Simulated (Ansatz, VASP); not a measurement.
MgO in VASP and in Ansatz

```
CELL_PARAMETERS angstrom
0.00000 2.14620 2.14620
2.14620 0.00000 2.14620
2.14620 2.14620 0.00000
ATOMIC_POSITIONS crystal
Mg 0.00000 0.00000 0.00000
O 0.50000 0.50000 0.50000
```

Alike in both runs: task single point; functional PBE; k mesh 8 × 8 × 8; no spin polarisation.

|  | VASP | Ansatz |
| --- | --- | --- |
| version | VASP 6.6.1 | Ansatz 0.2.0 |
| potentials or method | VASP PAW PBE potentials, release 64 (Mg, O), cutoff 600 eV | PAW, plane waves, scalar-relativistic |
| occupations | methfessel-paxton of order 1, width 0.15 eV | cold, width 0.15 eV |
| valence electrons in the cell | 8 | 16 |

```tsv
	VASP	Ansatz	Ansatz less VASP
pressure (GPa)	-4.8	-3.8	+1.02
```

VASP's potentials hold 8 valence electrons a cell and Ansatz's 16, so a difference there can come from the potentials and not from the codes.
